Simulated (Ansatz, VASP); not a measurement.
Two plane-wave programs on CdS

File POSCAR:

```
CdS
1.0
    0.0854372601      2.7440443919      2.7440443919
    2.7440443919      0.0854372601      2.7440443919
    2.7440443919      2.7440443919      0.0854372601
Cd S
1 1
Direct
    0.0000000000      0.0000000000      0.0000000000
    0.5000000000      0.5000000000      0.5000000000
```

File INCAR.step1:

```
SYSTEM = CdS
PREC     = Accurate       ! precision mode
ENCUT    = 520            ! plane-wave cutoff, eV
ISMEAR   = -1             ! smearing method
SIGMA    = 0.02           ! smearing width, eV
LREAL    = .FALSE.        ! projectors in reciprocal space
LASPH    = .TRUE.         ! aspherical terms in the spheres
NELM     = 80             ! most SCF steps
NBANDS   = 16             ! bands
GGA      = PE             ! functional
ALGO     = Normal         ! electronic algorithm
EDIFF    = 1E-4           ! SCF threshold, eV
LWAVE    = .TRUE.         ! write WAVECAR
LCHARG   = .FALSE.        ! write CHGCAR
```

Contents of INCAR.step2:

```
SYSTEM = CdS
PREC     = Accurate       ! precision mode
ENCUT    = 520            ! plane-wave cutoff, eV
EDIFF    = 1E-6           ! SCF threshold, eV
ISMEAR   = -1             ! smearing method
SIGMA    = 0.02           ! smearing width, eV
LREAL    = .FALSE.        ! projectors in reciprocal space
LASPH    = .TRUE.         ! aspherical terms in the spheres
NELM     = 80             ! most SCF steps
ALGO     = Normal         ! electronic algorithm
ISIF     = 2              ! what is computed and relaxed
LWAVE    = .FALSE.        ! write WAVECAR
LCHARG   = .TRUE.         ! write CHGCAR
METAGGA  = R2SCAN         ! meta-GGA
LMIXTAU  = .TRUE.       
LELF     = .TRUE.         ! ELF
LVHAR    = .TRUE.       
NBANDS   = 16             ! bands
ISTART   = 1
```

File KPOINTS:

```
regular mesh
0
G
  8 8 8
  0 0 0
```

Input for Ansatz:

```yaml
crystal:
  lattice:
    - [0.0854372601, 2.7440443919, 2.7440443919]
    - [2.7440443919, 0.0854372601, 2.7440443919]
    - [2.7440443919, 2.7440443919, 0.0854372601]
  atoms:
    - { symbol: Cd, position: [0.0, 0.0, 0.0] }
    - { symbol: S, position: [0.5, 0.5, 0.5] }
kpoints:
  mp_grid: { grid: [8, 8, 8] }
  band_path:
    path:
      - [0.0, 0.0, 0.0]
      - [0.5, 0.0, 0.5]
      - [0.625, 0.25, 0.625]
      - [0.375, 0.375, 0.75]
      - [0.5, 0.5, 0.5]
      - [0.5, 0.25, 0.75]
    npoints: 1
hamiltonian:
  xc: r2scan
scf:
  occupations: { method: fermi_dirac, width: 0.02 }
  n_extra_bands: 4
output:
  forces: true
  stress: true
  eigenvalues: true
```

Change from the starting cell: epitaxial_111 strain -2.5%.

Alike in both runs: task single point; functional r2SCAN; k mesh 8 × 8 × 8; occupations fermi-dirac, width 0.02 eV; no spin polarisation.

|  | VASP | Ansatz |
| --- | --- | --- |
| version | VASP 6.6.1 | Ansatz 0.2.0 |
| potentials or method | VASP PAW PBE potentials, release 64 (Cd, S) | plane waves, PAW |
| plane-wave cutoff (eV) | 520 | 500 |
| valence electrons in the cell | 18 | 26 |

```csv
,VASP,Ansatz,Ansatz less VASP
pressure (GPa),3.0,2.5,-0.54
"traceless stress, the component that is largest in VASP (GPa)",-1.23,-1.25,-0.016
```

VASP's potentials were made for PBE, not for r2SCAN. With one functional, cell and mesh, what is left measures potentials, basis and numerics. VASP's potentials hold 18 valence electrons a cell and Ansatz's 26, so a difference there can come from the potentials and not from the codes.
